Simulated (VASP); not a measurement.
Crystal: Sb.

```
CELL_PARAMETERS angstrom
0.00000 2.38646 2.38646
2.38646 0.00000 2.38646
2.38646 2.38646 0.00000
ATOMIC_POSITIONS crystal
Sb 0.00000 0.00000 0.00000
```

| Quantity | Value |
| --- | --- |
| Program | VASP 6.6.1 |
| Task | relaxation of cell and atoms |
| Functional | PBEsol |
| Potentials or basis | VASP PAW PBE potentials, release 64 (Sb) |
| Cutoff | 600 eV |
| k mesh | 11 × 11 × 11 |
| Occupations | fermi-dirac, width 0.1 eV |
| Spin | no spin polarisation |

At the start: pressure -2.4 GPa; volume 27.18 Å³/atom.

Question: Where does the relaxation end?

Answer: Over 3 steps the energy falls by 8.1 meV/atom and the volume is 26.16 Å³/atom (-3.8 %); space group Fm-3m (No. 225, to 0.05 Å).

Step by step:
| step | energy change (eV) | largest force (eV/Å) | pressure (GPa) | volume (Å³) |
| --- | --- | --- | --- | --- |
| 1 | 0.0000 | 0.0000 | -2.45 | 27.18 |
| 2 | -0.0052 | 0.0000 | 1.65 | 25.58 |
| 3 | -0.0081 | 0.0000 | 0.00 | 26.16 |

Final structure:
```cif
data_structure
_symmetry_space_group_name_H-M 'P 1'
_symmetry_Int_Tables_number 1
_cell_length_a 3.3322
_cell_length_b 3.3322
_cell_length_c 3.3322
_cell_angle_alpha 60.000
_cell_angle_beta 60.000
_cell_angle_gamma 60.000
_cell_volume 26.16
loop_
_atom_site_label
_atom_site_type_symbol
_atom_site_fract_x
_atom_site_fract_y
_atom_site_fract_z
_atom_site_occupancy
Sb1 Sb 0.00000 0.00000 0.00000 1
```

Caveat: the PAW data sets were made with another functional, which shifts forces and pressure a little.
